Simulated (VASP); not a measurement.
# Te3Pt (Pm-3m) in VASP: a series of runs, part 2 of 2

VASP 6.6.1. The steps go on from the part before.

### Step 3. Relaxation of cell and atoms, PBE

This run uses another cell than the first one, of 27.83 Å³/atom, 1.127 times its volume.

File INCAR:

```
SYSTEM = Te3Pt
PREC = Accurate ; ENCUT = 600
EDIFF = 1E-6 ; ISMEAR = 0
SIGMA = 0.1 ; LREAL = .False.
LASPH = .True. ; NELM = 100
ALGO = Normal ; ISIF = 3
LWAVE = .False. ; LCHARG = .False.
GGA = PE ; IBRION = 2
NSW = 90 ; EDIFFG = -0.04
```

File KPOINTS:

```
Automatic mesh
0
Gamma
  4 4 4
  0 0 0
```

File POSCAR:

```
Te3Pt
1.0
    4.8104400943      0.0000000000      0.0000000000
    0.0000000000      4.8104400943      0.0000000000
    0.0000000000      0.0000000000      4.8104400943
Te Pt
3 1
Direct
    0.0000000000      0.5000000000      0.5000000000
    0.5000000000      0.0000000000      0.5000000000
    0.5000000000      0.5000000000      0.0000000000
    0.0000000000      0.0000000000      0.0000000000
```

Potentials or basis: VASP PAW PBE potentials, release 64 (Te, Pt).

On the command line:

```console
$ cat potpaw_PBE.64/Te/POTCAR potpaw_PBE.64/Pt/POTCAR > POTCAR
$ mpirun -np 1 vasp_std > vasp.out
```

OUTCAR:

```text
SYSTEM = Te3Pt
   PREC = Accurate
   ENCUT = 600
   EDIFF = 1E-6
   ISMEAR = 0
   LREAL = .False.
   LASPH = .True.
   NELM = 100
   ISIF = 3
   GGA = PE
   IBRION = 2
   NSW = 90
   EDIFFG = -0.04

 ion  position               nearest neighbor table
   1  0.000  0.500  0.500-   2 3.40   3 3.40   4 3.40   3 3.40   4 3.40   2 3.40   4 3.40   4 3.40
                             2 3.40   3 3.40   3 3.40   2 3.40
   2  0.500  0.000  0.500-   1 3.40   3 3.40   4 3.40   3 3.40   4 3.40   1 3.40   3 3.40   3 3.40
                             1 3.40   4 3.40   4 3.40   1 3.40
   3  0.500  0.500  0.000-   1 3.40   2 3.40   4 3.40   1 3.40   2 3.40   2 3.40   4 3.40   2 3.40
                             1 3.40   4 3.40   1 3.40   4 3.40
   4  0.000  0.000  0.000-   1 3.40   2 3.40   3 3.40   1 3.40   2 3.40   1 3.40   3 3.40   1 3.40
                             2 3.40   3 3.40   2 3.40   3 3.40

  LATTYP: Found a simple cubic cell.
 ALAT       =     4.8104400943

  Lattice vectors:

 A1 = (   4.8104400943,   0.0000000000,   0.0000000000)
 A2 = (   0.0000000000,   4.8104400943,   0.0000000000)
 A3 = (   0.0000000000,   0.0000000000,   4.8104400943)

Analysis of symmetry for initial positions (statically):
=====================================================================
 Subroutine PRICEL returns:
 Original cell was already a primitive cell.

 Routine SETGRP: Setting up the symmetry group for a
 simple cubic supercell.

 Subroutine GETGRP returns: Found 48 space group operations
 (whereof 48 operations were pure point group operations)
 out of a pool of 48 trial point group operations.

The static configuration has the point symmetry O_h .

Analysis of symmetry for dynamics (positions and initial velocities):
=====================================================================
 Subroutine PRICEL returns:
 Original cell was already a primitive cell.

 Routine SETGRP: Setting up the symmetry group for a
 simple cubic supercell.

 Subroutine GETGRP returns: Found 48 space group operations
 (whereof 48 operations were pure point group operations)
 out of a pool of 48 trial point group operations.

The dynamic configuration has the point symmetry O_h .

 Subroutine INISYM returns: Found 48 space group operations
 (whereof 48 operations are pure point group operations),
 and found     1 'primitive' translations

----------------------------------------------------------------------------------------

                                     Primitive cell

  volume of cell :     111.3152

  direct lattice vectors                    reciprocal lattice vectors
     4.810440094  0.000000000  0.000000000     0.207881188  0.000000000  0.000000000
     0.000000000  4.810440094  0.000000000     0.000000000  0.207881188  0.000000000
     0.000000000  0.000000000  4.810440094     0.000000000  0.000000000  0.207881188

  length of vectors
     4.810440094  4.810440094  4.810440094     0.207881188  0.207881188  0.207881188

  position of ions in fractional coordinates (direct lattice)
     0.000000000  0.500000000  0.500000000
     0.500000000  0.000000000  0.500000000
     0.500000000  0.500000000  0.000000000
     0.000000000  0.000000000  0.000000000

  ion indices of the primitive-cell ions
   primitive index   ion index
                 1           1
                 2           2
                 3           3
                 4           4

----------------------------------------------------------------------------------------

 KPOINTS: Automatic mesh

Automatic generation of k-mesh.
 Grid dimensions read from file:
 generate k-points for:    4    4    4

 Generating k-lattice:

  Cartesian coordinates                     Fractional coordinates (reciprocal lattice)
     0.051970297  0.000000000  0.000000000     0.250000000  0.000000000  0.000000000
     0.000000000  0.051970297  0.000000000     0.000000000  0.250000000  0.000000000
     0.000000000  0.000000000  0.051970297     0.000000000  0.000000000  0.250000000

  Length of vectors
     0.051970297  0.051970297  0.051970297

  Shift w.r.t. Gamma in fractional coordinates (k-lattice)
     0.000000000  0.000000000  0.000000000

 Subroutine IBZKPT returns following result:
 ===========================================

 Found     10 irreducible k-points:

 Following reciprocal coordinates:
            Coordinates               Weight
  0.000000  0.000000  0.000000      1.000000
  0.250000  0.000000  0.000000      6.000000
  0.500000  0.000000  0.000000      3.000000
  0.250000  0.250000  0.000000     12.000000
  0.500000  0.250000  0.000000     12.000000
  0.500000  0.500000  0.000000      3.000000
  0.250000  0.250000  0.250000      8.000000
  0.500000  0.250000  0.250000     12.000000
  0.500000  0.500000  0.250000      6.000000
  0.500000  0.500000  0.500000      1.000000
   k-points           NKPTS =     10   k-points in BZ     NKDIM =     10   number of bands    NBANDS=     18
   number of dos      NEDOS =    301   number of ions     NIONS =      4
   total plane-waves  NPLWV =  64000
   dimension x,y,z NGX =    40 NGY =   40 NGZ =   40
   dimension x,y,z NGXF=    80 NGYF=   80 NGZF=   80
   ions per type =               3   1
   NGX,Y,Z   is equivalent  to a cutoff of  13.82, 13.82, 13.82 a.u.
   NGXF,Y,Z  is equivalent  to a cutoff of  27.65, 27.65, 27.65 a.u.
 SYSTEM =  Te3Pt
   PREC   = accura    normal or accurate (medium, high low for compatibility)
   ISTART =      0    job   : 0-new  1-cont  2-samecut
   ICHARG =      2    charge: 1-file 2-atom 10-const
   ISPIN  =      1    spin polarized calculation?
   LNONCOLLINEAR =      F non collinear calculations
   LSORBIT =      F    spin-orbit coupling
   LASPH  =      T    aspherical Exc in radial PAW
   ENCUT  =  600.0 eV  44.10 Ry    6.64 a.u.   9.61  9.61  9.61*2*pi/ulx,y,z
   NELM   =    100;   NELMIN=  2; NELMDL= -5     # of ELM steps
   EDIFF  = 0.1E-05   stopping-criterion for ELM
   LREAL  =      F    real-space projection
   EDIFFG = -.4E-01   stopping-criterion for IOM
   NSW    =     90    number of steps for IOM
   IBRION =      2    ionic relax: 0-MD 1-quasi-New 2-CG
   NFREE  =      1    steps in history (QN), initial steepest desc. (CG)
   ISIF   =      3    stress and relaxation
   ISYM   =      2    0-nonsym 1-usesym 2-fastsym
   POTIM  = 0.5000    time-step for ionic-motion
   TEBEG  =    0.0;   TEEND  =   0.0 temperature during run
   PSTRESS=    0.0 pullay stress
   NELECT =      28.0000    total number of electrons
   NUPDOWN=      -1.0000    fix difference up-down
   EMIN   =  10.00;   EMAX   =-10.00  energy-range for DOS
   EFERMI =   0.00;   METHOD = LEGACY
   ISMEAR =     0;   SIGMA  =   0.10  broadening in eV -4-tet -1-fermi 0-gaus
   EFERMI_NEDOS =   21; number of points for ismear=-14 and -15
   IALGO  =     38    algorithm
   IMIX   =      4    mixing-type and parameters
     AMIX     =   0.40;   BMIX     =  1.00
     AMIX_MAG =   1.60;   BMIX_MAG =  1.00
  volume/ion in A,a.u.               =      27.83       187.80
  Fermi-wavevector in a.u.,A,eV,Ry     =   1.033418  1.952877 14.530380  1.067953
  Thomas-Fermi vector in A             =   2.167664
   LORBIT       =      0    0 simple, 1 ext, 2 COOP (PROOUT), +10 PAW based schemes
   GGA     = PE    functional components
   LHFCALC =     F    Hartree Fock is set to
   AEXX    =    0.0000 exact exchange contribution
   IVDW    =     0    specifies the selected vdW correction
   LEPSILON=     F    determine dielectric tensor
   LRPA    =     F    only Hartree local field effects (RPA)
 conjugate gradient relaxation of ions
 non-spin polarized calculation
 Gauss-broadening in eV      SIGMA  =   0.10
  energy-cutoff  :      600.00
  volume of cell :      111.32
 maximum number of plane-waves:      3764
 NGX is ok and might be reduce to    40
   NGX = 19   NGY = 19   NGZ = 19

--------------------------------------- Ionic step        1  -------------------------------------------

 number of electron      28.0000004 magnetization

 Free energy of the ion-electron system (eV)
  ---------------------------------------------------
  ext. energy  EPLUGINS =         0.00000000
  ---------------------------------------------------
  free energy    TOTEN  =       -12.86354503 eV

  energy without entropy =      -12.83853025  energy(sigma->0) =      -12.85103764

------------------------ aborting loop because EDIFF is reached ----------------------------------------

  FORCE on cell =-STRESS in cart. coord.  units (eV):
  Direction    XX          YY          ZZ          XY          YZ          ZX
  --------------------------------------------------------------------------------------
  -------------------------------------------------------------------------------------
  Total       -4.6048506     -4.6048506     -4.6048506      0.0000000      0.0000000     -0.0000000
  in kB      -66.2783509    -66.2783509    -66.2783509      0.0000000      0.0000000     -0.0000000
  external PRESSURE =     -66.2783509 kB  Pullay stress =       0.0000000 kB
[... 61 lines left out ...]
  energy  without entropy=      -13.0863257145  energy(sigma->0) =      -13.09538828

--------------------------------------- Ionic step        3  -------------------------------------------

 number of electron      27.9999999 magnetization

 Free energy of the ion-electron system (eV)
  ---------------------------------------------------
  ext. energy  EPLUGINS =         0.00000000
  ---------------------------------------------------
  free energy    TOTEN  =       -13.16384397 eV

  energy without entropy =      -13.14618215  energy(sigma->0) =      -13.15501306

 E-fermi :   8.8198     XC(G=0): -10.7331

 val. band max:        8.7700906692   @ k =   0.5000   0.5000   0.2500
 cond. band min:       8.8360364458   @ k =   0.2500   0.0000   0.0000
 fundamental gap:      0.0659457766
 Fermi energy:         8.8198067151

 k-point     1 :       0.0000    0.0000    0.0000
  band No.  band energies     occupation
      1      -5.5464      2.00000
      2      -1.2148      2.00000
      3      -1.2148      2.00000
      4       3.4125      2.00000
      5       3.4125      2.00000
      6       3.4125      2.00000
[... 10 lines left out ...]
     17      10.1440      0.00000
     18      10.1440      0.00000
[... 218 lines left out ...]
  FREE ENERGIE OF THE ION-ELECTRON SYSTEM (eV)
  ---------------------------------------------------
  free  energy   TOTEN  =       -13.1638439734 eV

  energy  without entropy=      -13.1461821459  energy(sigma->0) =      -13.15501306

 reached required accuracy - stopping structural energy minimisation
```

It took 74 s on 1 thread of Intel Xeon Platinum 8259CL at 2.50GHz (Skylake/Cascade Lake), shared host; peak memory 0.26 GiB.

What came out:

| Quantity | Value |
| --- | --- |
| Free energy | -13.1638 eV |
| Relaxed volume | 24.64 Å³/atom |
| Relaxed cell | a = 4.619 Å, b = 4.619 Å, c = 4.619 Å, α = 90.00°, β = 90.00°, γ = 90.00° |
| Space group after relaxing (to 0.05 Å) | Pm-3m (No. 221) |
| Energy gained by relaxing | 75.1 meV/atom |
| Ionic steps | 3 |
| Pressure after relaxing | 0.0 GPa |
| Band gap on the k mesh | zero (band 14 reaches 10.87 eV, above the bottom of band 15 at 8.00 eV) |

Step by step:
| step | energy change (eV) | largest force (eV/Å) | pressure (GPa) | volume (Å³) |
| --- | --- | --- | --- | --- |
| 1 | 0.0000 | 0.0000 | -6.63 | 111.32 |
| 2 | -0.2409 | 0.0000 | 4.20 | 93.78 |
| 3 | -0.3003 | 0.0000 | 0.02 | 98.55 |

Final structure:
```cif
data_structure
_symmetry_space_group_name_H-M 'P 1'
_symmetry_Int_Tables_number 1
_cell_length_a 4.6191
_cell_length_b 4.6191
_cell_length_c 4.6191
_cell_angle_alpha 90.000
_cell_angle_beta 90.000
_cell_angle_gamma 90.000
_cell_volume 98.55
loop_
_atom_site_label
_atom_site_type_symbol
_atom_site_fract_x
_atom_site_fract_y
_atom_site_fract_z
_atom_site_occupancy
Te1 Te 0.00000 0.50000 0.50000 1
Te2 Te 0.50000 0.00000 0.50000 1
Te3 Te 0.50000 0.50000 0.00000 1
Pt1 Pt 0.00000 0.00000 0.00000 1
```

Levels at points of the mesh, in eV from the Fermi level:
```tsv
k point	band 12	band 13	band 14	band 15	band 16	band 17
(0.00, 0.00, 0.00)	-1.59	-0.82	-0.82	-0.82	1.32	1.32
(0.50, 0.00, 0.00)	-1.87	-1.43	-1.43	0.40	1.51	1.51
(0.50, 0.50, 0.00)	-2.05	-1.75	0.11	0.11	1.86	1.90
(0.50, 0.50, 0.50)	-1.72	-1.72	2.05	2.05	2.28	2.28
```

Caveat: spin-orbit coupling is left out, which moves the levels of the heavy elements.
